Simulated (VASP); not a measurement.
Write the native input for VASP 6.6.1 that does the following.

```
Task                   : single point
Functional             : PBE
Dispersion             : D3(BJ)
Potentials or basis    : VASP PAW PBE potentials, release 64 (Pb_d, F)
Cutoff                 : 520 eV
k mesh                 : 1 × 1 × 1
Occupations            : fermi-dirac, width 0.05 eV
Spin                   : no spin polarisation
Dipole correction      : no
Further INCAR settings : LREAL = Auto; ALGO = Normal; EDIFF = 1e-06; NBANDS = 130
```

The structure of PbF2 lies in POSCAR:

```
PbF2
1.0
    0.0000000000      5.9158970000      5.9158970000
    5.9158970000      0.0000000000      5.9158970000
    5.9158970000      5.9158970000      0.0000000000
Pb F
8 16
Direct
   -0.0009550538     -0.0200054193      0.0175543962
   -0.0425210243      0.0432985902      0.4868492470
    0.0288375541      0.5179772400     -0.0293108551
   -0.0039638959      0.5371205753      0.5158896445
    0.5028654150     -0.0296827345      0.0198110278
    0.4553324711     -0.0040737694      0.4893087219
    0.5294378858      0.4704104889      0.0260991697
    0.5232596173      0.5159910661      0.4697766036
    0.3853261813      0.3458900654      0.3936427561
    0.1330398416      0.0528829356      0.1449568848
    0.3452730837      0.3189879743      0.9230045756
    0.1422861149      0.0546071035      0.6396240502
    0.3780322747      0.8780747873      0.3450702404
    0.1276898499      0.6349671064      0.1251205016
    0.4366962440      0.8080684975      0.8714908322
    0.1192211426      0.6538484358      0.6367250816
    0.8831374177      0.3919692990      0.3534290742
    0.6156462832      0.0930881657      0.1550060794
    0.8779480103      0.3545785195      0.8864336211
    0.6125613749      0.1289153614      0.6040419568
    0.8704259050      0.8519164549      0.3732570057
    0.6700928025      0.6150546570      0.0940178641
    0.8558211882      0.8853348867      0.8714401214
    0.6309355961      0.5934095878      0.6264899473
```

These files were run (other wordings do the same):

INCAR

```
SYSTEM = PbF2
PREC = Accurate
ENCUT = 520
EDIFF = 1E-6
ISMEAR = -1
SIGMA = 0.05
LREAL = Auto
LASPH = .TRUE.
NELM = 100
ALGO = Normal
ISIF = 2
LWAVE = .FALSE.
LCHARG = .FALSE.
GGA = PE
IVDW = 12
NBANDS = 130
```

KPOINTS

```
regular mesh
0
G
  1 1 1
  0 0 0
```

Potentials or basis: VASP PAW PBE potentials, release 64 (Pb_d, F).

The run is started by

```console
$ cat potpaw_PBE.64/Pb_d/POTCAR potpaw_PBE.64/F/POTCAR > POTCAR
$ mpirun -np 1 vasp_gam > vasp.out
```

It gave:

| Property | Result |
| --- | --- |
| Pressure | 6.0 GPa |
| Largest force | 2.581 eV/Å |
| Band gap on the k mesh | 3.47 eV |
| Dispersion energy per atom | -0.155 eV |

Caveat: the k points lie up to 0.92 Å⁻¹ apart; spin-orbit coupling is left out, which moves the levels of the heavy elements; forces of over 1 eV/Å act on the atoms, so gaps and moduli don't describe the material at rest.

Wall time 110 s on 1 thread of Intel(R) Xeon(R) Platinum 8488C (Sapphire Rapids) (shared host), peak memory 0.52 GiB.
